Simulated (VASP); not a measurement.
The system is C.

```
CELL_PARAMETERS angstrom
2.47000 0.00000 0.00000
-1.23500 2.13908 0.00000
0.00000 0.00000 6.79000
ATOMIC_POSITIONS crystal
C 0.00000 0.00000 0.00000
C 0.00000 0.00000 0.50000
C 0.33333 0.66667 0.00500
C 0.66667 0.33333 0.50500
```

Base run:

```yaml
Program: VASP 6.6.1
Functional: PBE
Potentials_or_basis: VASP PAW PBE potentials, release 64 (C)
Cutoff: 520 eV
k_mesh: 13 × 13 × 4
Occupations: methfessel-paxton, width 0.05 eV
Spin: no spin polarisation
```

Its results: band gap on the k mesh 0.83 eV, direct; pressure 0.0 GPa; largest force 0.568 eV/Å.

After a change of settings the same cell gave: band gap on the k mesh 2.53 eV, indirect (least direct gap 2.57 eV); pressure 0.1 GPa; largest force 0.569 eV/Å. Which change was it?
A. k mesh from 13 × 13 × 4 to 5 × 5 × 2
B. k mesh from 13 × 13 × 4 to 8 × 8 × 3
C. k mesh from 13 × 13 × 4 to 10 × 10 × 4
D. k mesh from 13 × 13 × 4 to 6 × 6 × 2

A.

Caveats: some runs use coarse meshes; this functional lacks dispersion, which binds the layers, so the pressure and a relaxed spacing across them are unreliable.
